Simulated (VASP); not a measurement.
# Fe (Im-3m) in VASP: further runs

The runs below take Fe through single point, with r2SCAN.

Everything below comes from runs of VASP 6.6.1. Logs are shortened: lines on timing, memory, paths and dates and some standing lists are left out, and cuts for length are marked.

### 1 The cell of the first run

The structure is cubic, space group Im-3m (No. 229). The conventional cell has a = 2.869 Å, b = 2.869 Å, c = 2.869 Å, α = 90.00°, β = 90.00°, γ = 90.00°. Fe (site symmetry m-3m) has 14 Fe at 2.48 to 2.87 Å within 3.3 Å.

### 2 Single point, r2SCAN, collinear spin, ferromagnetic start

The input, POSCAR:

```
Fe
1.0
   -1.4345540696      1.4345540696      1.4345540696
    1.4345540696     -1.4345540696      1.4345540696
    1.4345540696      1.4345540696     -1.4345540696
Fe
1
Direct
    0.0000000000      0.0000000000      0.0000000000
```

The input, INCAR.step1:

```
  PREC = Accurate
  ENCUT = 520
  ISMEAR = -1
  SIGMA = 0.05
  LREAL = False
  LASPH = True
  NELM = 150
  ISPIN = 2
  MAGMOM = 2.804
  LMAXMIX = 4
  NBANDS = 14
  GGA = PE
  ALGO = Normal
  EDIFF = 1E-4
  LWAVE = True
  LCHARG = False
```

The input, INCAR.step2:

```
  PREC = Accurate
  ENCUT = 520
  EDIFF = 1E-7
  ISMEAR = -1
  SIGMA = 0.05
  LREAL = False
  LASPH = True
  NELM = 150
  ALGO = Normal
  ISIF = 2
  LWAVE = False
  LCHARG = True
  ISPIN = 2
  MAGMOM = 2.804
  LORBIT = 11
  LMAXMIX = 4
  METAGGA = R2SCAN
  LMIXTAU = True
  LELF = True
  LVHAR = True
  NBANDS = 14
  ISTART = 1
```

The input, KPOINTS:

```
Automatic mesh
0
Gamma
  9 9 9
```

Potentials or basis: VASP PAW PBE potentials, release 64 (Fe).

Command:

```bash
> cat potpaw_PBE.64/Fe/POTCAR > POTCAR
> cp INCAR.step1 INCAR
> mpirun -np 1 vasp_std > vasp.out
> cp INCAR.step2 INCAR
> mpirun -np 1 vasp_std > vasp.out
```

OUTCAR:

```text
PREC = Accurate
   ENCUT = 520
   EDIFF = 1E-7
   ISMEAR = -1
   LREAL = False
   LASPH = True
   NELM = 150
   ISIF = 2
   ISPIN = 2
   LORBIT = 11
   METAGGA = R2SCAN
   ISTART = 1

 ion  position               nearest neighbor table
   1  0.000  0.000  0.000-

  LATTYP: Found a body centered cubic cell.
 ALAT       =     2.8691081392

  Lattice vectors:

 A1 = (  -1.4345540696,   1.4345540696,   1.4345540696)
 A2 = (   1.4345540696,  -1.4345540696,   1.4345540696)
 A3 = (   1.4345540696,   1.4345540696,  -1.4345540696)

Analysis of symmetry for initial positions (statically):
=====================================================================
 Subroutine PRICEL returns:
 Original cell was already a primitive cell.

 Routine SETGRP: Setting up the symmetry group for a
 body centered cubic supercell.

 Subroutine GETGRP returns: Found 48 space group operations
 (whereof 48 operations were pure point group operations)
 out of a pool of 48 trial point group operations.

The static configuration has the point symmetry O_h .

Analysis of symmetry for dynamics (positions and initial velocities):
=====================================================================
 Subroutine PRICEL returns:
 Original cell was already a primitive cell.

 Routine SETGRP: Setting up the symmetry group for a
 body centered cubic supercell.

 Subroutine GETGRP returns: Found 48 space group operations
 (whereof 48 operations were pure point group operations)
 out of a pool of 48 trial point group operations.

The dynamic configuration has the point symmetry O_h .

Analysis of structural, dynamic, and magnetic symmetry:
=====================================================================
 Subroutine PRICEL returns:
 Original cell was already a primitive cell.

 Routine SETGRP: Setting up the symmetry group for a
 body centered cubic supercell.

 Subroutine GETGRP returns: Found 48 space group operations
 (whereof 48 operations were pure point group operations)
 out of a pool of 48 trial point group operations.

The overall configuration has the point symmetry O_h .

 Subroutine INISYM returns: Found 48 space group operations
 (whereof 48 operations are pure point group operations),
 and found     1 'primitive' translations

----------------------------------------------------------------------------------------

                                     Primitive cell

  volume of cell :      11.8089

  direct lattice vectors                    reciprocal lattice vectors
    -1.434554070  1.434554070  1.434554070     0.000000000  0.348540366  0.348540366
     1.434554070 -1.434554070  1.434554070     0.348540366  0.000000000  0.348540366
     1.434554070  1.434554070 -1.434554070     0.348540366  0.348540366  0.000000000

  length of vectors
     2.484720535  2.484720535  2.484720535     0.492910512  0.492910512  0.492910512

  position of ions in fractional coordinates (direct lattice)
     0.000000000  0.000000000  0.000000000

  ion indices of the primitive-cell ions
   primitive index   ion index
                 1           1

----------------------------------------------------------------------------------------

 KPOINTS: Automatic mesh

Automatic generation of k-mesh.
 Grid dimensions read from file:
 generate k-points for:    9    9    9

 Generating k-lattice:

  Cartesian coordinates                     Fractional coordinates (reciprocal lattice)
     0.000000000  0.038726707  0.038726707     0.111111111  0.000000000  0.000000000
     0.038726707  0.000000000  0.038726707     0.000000000  0.111111111  0.000000000
     0.038726707  0.038726707  0.000000000     0.000000000  0.000000000  0.111111111

  Length of vectors
     0.054767835  0.054767835  0.054767835

  Shift w.r.t. Gamma in fractional coordinates (k-lattice)
     0.000000000  0.000000000  0.000000000

 Subroutine IBZKPT returns following result:
 ===========================================

 Found     35 irreducible k-points:

 Following reciprocal coordinates:
            Coordinates               Weight
  0.000000  0.000000  0.000000      1.000000
  0.111111  0.000000  0.000000     12.000000
  0.222222  0.000000  0.000000     12.000000
  0.333333  0.000000  0.000000     12.000000
  0.444444  0.000000  0.000000     12.000000
  0.111111  0.111111  0.000000     24.000000
[... 16 lines left out ...]
 -0.333333  0.444444  0.111111     48.000000
 -0.444444 -0.444444  0.111111     24.000000
 [... further k-points ...]
   k-points           NKPTS =     35   k-points in BZ     NKDIM =     35   number of bands    NBANDS=     14
   number of dos      NEDOS =    301   number of ions     NIONS =      1
   total plane-waves  NPLWV =   5832
   dimension x,y,z NGX =    18 NGY =   18 NGZ =   18
   dimension x,y,z NGXF=    36 NGYF=   36 NGZF=   36
   ions per type =               1
   NGX,Y,Z   is equivalent  to a cutoff of  12.04, 12.04, 12.04 a.u.
   NGXF,Y,Z  is equivalent  to a cutoff of  24.09, 24.09, 24.09 a.u.
 SYSTEM =  unknown system
   PREC   = accura    normal or accurate (medium, high low for compatibility)
   ISTART =      1    job   : 0-new  1-cont  2-samecut
   ICHARG =      0    charge: 1-file 2-atom 10-const
   ISPIN  =      2    spin polarized calculation?
   LNONCOLLINEAR =      F non collinear calculations
   LSORBIT =      F    spin-orbit coupling
   LASPH  =      T    aspherical Exc in radial PAW
   ENCUT  =  520.0 eV  38.22 Ry    6.18 a.u.   4.62  4.62  4.62*2*pi/ulx,y,z
   NELM   =    150;   NELMIN=  2; NELMDL=  0     # of ELM steps
   EDIFF  = 0.1E-06   stopping-criterion for ELM
   LREAL  =      F    real-space projection
   EDIFFG = 0.1E-05   stopping-criterion for IOM
   NSW    =      0    number of steps for IOM
   IBRION =     -1    ionic relax: 0-MD 1-quasi-New 2-CG
   NFREE  =      0    steps in history (QN), initial steepest desc. (CG)
   ISIF   =      2    stress and relaxation
   ISYM   =      2    0-nonsym 1-usesym 2-fastsym
   POTIM  = 0.5000    time-step for ionic-motion
   TEBEG  =    0.0;   TEEND  =   0.0 temperature during run
   PSTRESS=    0.0 pullay stress
   NELECT =       8.0000    total number of electrons
   NUPDOWN=      -1.0000    fix difference up-down
   EMIN   =  10.00;   EMAX   =-10.00  energy-range for DOS
   EFERMI =   0.00;   METHOD = LEGACY
   ISMEAR =    -1;   SIGMA  =   0.05  broadening in eV -4-tet -1-fermi 0-gaus
   EFERMI_NEDOS =   21; number of points for ismear=-14 and -15
   IALGO  =     38    algorithm
   IMIX   =      4    mixing-type and parameters
     AMIX     =   0.40;   BMIX     =  1.00
     AMIX_MAG =   1.60;   BMIX_MAG =  1.00
  volume/ion in A,a.u.               =      11.81        79.69
  Fermi-wavevector in a.u.,A,eV,Ry     =   1.437809  2.717065 28.127258  2.067295
  Thomas-Fermi vector in A             =   2.556846
   LORBIT       =     11    0 simple, 1 ext, 2 COOP (PROOUT), +10 PAW based schemes
   METAGGA = R2SCAN    functional components
   LHFCALC =     F    Hartree Fock is set to
   AEXX    =    0.0000 exact exchange contribution
   IVDW    =     0    specifies the selected vdW correction
   LEPSILON=     F    determine dielectric tensor
   LRPA    =     F    only Hartree local field effects (RPA)
 spin polarized calculation
  energy-cutoff  :      520.00
  volume of cell :       11.81
 maximum number of plane-waves:       329
   NGX =  9   NGY =  9   NGZ =  9

 number of electron       7.9999996 magnetization       2.5702101

 Free energy of the ion-electron system (eV)
  ---------------------------------------------------
  ext. energy  EPLUGINS =         0.00000000
  ---------------------------------------------------
  free energy    TOTEN  =       -14.36217388 eV

  energy without entropy =      -14.35720920  energy(sigma->0) =      -14.35969154

 E-fermi :   5.4751     XC(G=0): -14.0056

 val. band max:        5.4710486754   @ k =  -0.2222   0.2222   0.1111
 cond. band min:       5.5493714278   @ k =   0.1111   0.0000   0.0000
 fundamental gap:      0.0783227524
 Fermi energy:         5.4751262123

 spin component 1

 k-point     1 :       0.0000    0.0000    0.0000
  band No.  band energies     occupation
      1      -3.0150      1.00000
      2       2.4420      1.00000
      3       2.4421      1.00000
      4       2.4421      1.00000
      5       3.5972      1.00000
      6       3.5972      1.00000
      7      31.0732      0.00000
      8      31.0733      0.00000
      9      31.0733      0.00000
     10      35.8821      0.00000
     11      35.8821      0.00000
     12      37.5606      0.00000
     13      37.5606      0.00000
     14      37.5613      0.00000
[... 375 lines left out ...]
 k-point    24 :      -0.4444   -0.4444    0.1111
  band No.  band energies     occupation
      1       0.7764      1.00000
      2       1.9449      1.00000
      3       2.1084      1.00000
      4       3.4782      1.00000
      5       4.6415      1.00000
      6       9.0382      0.00000
      7      12.6480      0.00000
      8      18.8695      0.00000
      9      25.9390      0.00000
     10      31.2981      0.00000
     11      32.7218      0.00000
     12      37.6752      0.00000
     13      40.6725      0.00000
     14      52.1306      0.00000

 [... further k-points ...]

 spin component 2

 k-point     1 :       0.0000    0.0000    0.0000
  band No.  band energies     occupation
      1      -3.6714      1.00000
      2       5.7275      0.00639
      3       5.7275      0.00639
      4       5.7275      0.00638
      5       8.0020      0.00000
      6       8.0020      0.00000
      7      30.6881      0.00000
      8      30.6882      0.00000
      9      30.6882      0.00000
     10      36.4615      0.00000
     11      36.4616      0.00000
     12      39.2369      0.00000
     13      39.2369      0.00000
     14      39.2374      0.00000
[... 375 lines left out ...]
 k-point    24 :      -0.4444   -0.4444    0.1111
  band No.  band energies     occupation
      1       2.8802      1.00000
      2       4.2394      1.00000
      3       4.8335      1.00000
      4       7.2491      0.00000
      5       8.4192      0.00000
      6      10.7641      0.00000
      7      14.5712      0.00000
      8      19.8577      0.00000
      9      26.5571      0.00000
     10      32.4247      0.00000
     11      33.2285      0.00000
     12      39.3743      0.00000
     13      42.3461      0.00000
     14      54.0229      0.00000

 [... further k-points ...]
[... 5 lines left out ...]
  --------------------------------------------------------------------------------------
  -------------------------------------------------------------------------------------
  Total       -0.2403668     -0.2403668     -0.2403668      0.0000000      0.0000000     -0.0000000
  in kB      -32.6117693    -32.6117693    -32.6117693      0.0000000      0.0000000     -0.0000000
  external PRESSURE =     -32.6117693 kB  Pullay stress =       0.0000000 kB

 VOLUME and BASIS-vectors are now :
 -----------------------------------------------------------------------------
  energy-cutoff  :      520.00
  volume of cell :       11.81
      direct lattice vectors                 reciprocal lattice vectors
    -1.434554070  1.434554070  1.434554070     0.000000000  0.348540366  0.348540366
     1.434554070 -1.434554070  1.434554070     0.348540366  0.000000000  0.348540366
     1.434554070  1.434554070 -1.434554070     0.348540366  0.348540366  0.000000000

 POSITION                                       TOTAL-FORCE (eV/Angst)
 -----------------------------------------------------------------------------------
      0.00000      0.00000      0.00000         0.000000     -0.000000     -0.000000
 -----------------------------------------------------------------------------------
    total drift:                                0.000000     -0.000000      0.000000

  FREE ENERGIE OF THE ION-ELECTRON SYSTEM (eV)
  ---------------------------------------------------
  free  energy   TOTEN  =       -14.3621738781 eV

  energy  without entropy=      -14.3572091968  energy(sigma->0) =      -14.35969154

 total charge

# of ion       s       p       d       tot
------------------------------------------
    1        0.473   0.544   6.177   7.194

 magnetization (x)

# of ion       s       p       d       tot
------------------------------------------
    1       -0.016  -0.121   2.780   2.643
```

Wall time 31 s (1 thread of Intel Xeon 6975P-C (Granite Rapids), shared host); peak memory 0.13 GiB.

What came out:

| Item | Value |
| --- | --- |
| Free energy | -14.3622 eV |
| Pressure | -3.3 GPa |
| Net moment | 2.57 μB per cell |
| Site moments | Fe +2.64 μB |
| Valence electrons inside the program's atomic spheres | Fe 7.19 |

Caveat: the PAW data sets were made with another functional, which shifts forces and pressure a little.

### 3 Single point, r2SCAN, collinear spin, ferromagnetic start

POSCAR is that of step 2.

The input, INCAR.step1:

```
SYSTEM = Fe
PREC = Accurate
ENCUT = 520
ISMEAR = -1
SIGMA = 0.05
LREAL = .FALSE.
LASPH = .TRUE.
NELM = 150
ISPIN = 2
MAGMOM = 2.804
LMAXMIX = 4
NBANDS = 14
GGA = PE
ALGO = Normal
EDIFF = 1E-4
LWAVE = .TRUE.
LCHARG = .FALSE.
```

The input, INCAR.step2:

```
SYSTEM = Fe
PREC = Accurate
ENCUT = 520
EDIFF = 1E-6
ISMEAR = -1
SIGMA = 0.05
LREAL = .FALSE.
LASPH = .TRUE.
NELM = 150
ALGO = Normal
ISIF = 2
LWAVE = .FALSE.
LCHARG = .FALSE.
ISPIN = 2
MAGMOM = 2.804
LORBIT = 11
LMAXMIX = 4
METAGGA = R2SCAN
LMIXTAU = .TRUE.
NBANDS = 14
ISTART = 1
```

The input, KPOINTS:

```
regular mesh
0
G
  12 12 12
  0 0 0
```

Potentials or basis: VASP PAW PBE potentials, release 64 (Fe).

Command:

```bash
> cat potpaw_PBE.64/Fe/POTCAR > POTCAR
> cp INCAR.step1 INCAR
> mpirun -np 1 vasp_std > vasp.out
> cp INCAR.step2 INCAR
> mpirun -np 1 vasp_std > vasp.out
```

Wall time 48 s (1 thread of Intel Xeon 6975P-C (Granite Rapids), shared host); peak memory 0.13 GiB.

Results (log left out):

* Free energy: -14.3575 eV
* Pressure: 0.5 GPa
* Net moment: 2.69 μB per cell
* Site moments: Fe +2.76 μB
* Valence electrons inside the program's atomic spheres: Fe 7.19

Levels at points of the mesh, in eV from the Fermi level:
Spin up:
| k point | band 3 | band 4 | band 5 | band 6 | band 7 | band 8 |
| --- | --- | --- | --- | --- | --- | --- |
| (0.00, 0.00, 0.00) | -3.09 | -3.09 | -1.88 | -1.88 | 25.60 | 25.60 |
| (0.50, 0.00, 0.00) | -1.84 | -1.72 | -0.57 | 0.56 | 6.84 | 18.75 |
| (0.50, 0.50, 0.50) | -0.82 | -0.82 | -0.82 | 9.92 | 9.92 | 9.92 |
Spin down:
| k point | band 1 | band 2 | band 3 | band 4 | band 5 | band 6 | band 7 |
| --- | --- | --- | --- | --- | --- | --- | --- |
| (0.00, 0.00, 0.00) | -9.08 | 0.40 | 0.40 | 0.40 | 2.58 | 2.58 | 25.26 |
| (0.50, 0.00, 0.00) | -3.46 | -1.01 | 0.01 | 2.42 | 2.87 | 3.44 | 9.17 |
| (0.50, 0.50, 0.50) | -2.63 | -2.63 | 3.13 | 3.13 | 3.13 | 10.30 | 10.30 |

Caveat: the PAW data sets were made with another functional, which shifts forces and pressure a little.

[end of part 1 of 2]
